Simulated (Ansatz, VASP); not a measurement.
## Two plane-wave programs on Hf2Ge3Ru

```
Hf Ge Ru
1.0
     4.40686    0.00000    0.00000
     0.00000    4.40686    0.00000
     0.00000    0.00000    6.56883
Hf Ge Ru
2 3 1
Cartesian
  0.0000 2.2034 3.2844
  2.2034 0.0000 3.2844
  2.2034 2.2034 2.2919
  2.2034 2.2034 4.2770
  2.2034 2.2034 0.0000
  0.0000 0.0000 0.0000
```

Alike in both runs: task single point; functional PBE; k mesh 4 × 4 × 4; occupations gaussian, width 0.1 eV; no spin polarisation.

```csv
,VASP,Ansatz
version,VASP 6.6.1,Ansatz 0.2.0
potentials or method,"VASP PAW PBE potentials, release 64 (Hf_pv, Ge_d, Ru_pv), cutoff 520 eV","scalar-relativistic, plane waves, PAW"
valence electrons in the cell,76,110
```

```tsv
	VASP	Ansatz	Ansatz less VASP
gap on the k mesh at the Fermi level (eV)	none	none	-
pressure (GPa)	27.2	27.1	-0.11
traceless stress, the component that is largest in VASP (GPa)	10.69	10.42	-0.271
rms of the force components (eV/Å)	4.057	3.993	-0.0646
```

Atom by atom the forces differ by 0.065 eV/Å (rms over components). A gap of «none» marks a metal or a gap that the smearing closes. The functional is the same, so the differences come from potentials, cutoffs and numerics. VASP's potentials hold 76 valence electrons a cell and Ansatz's 110, so a difference there can come from the potentials and not from the codes.

Neither program's run includes spin-orbit coupling.
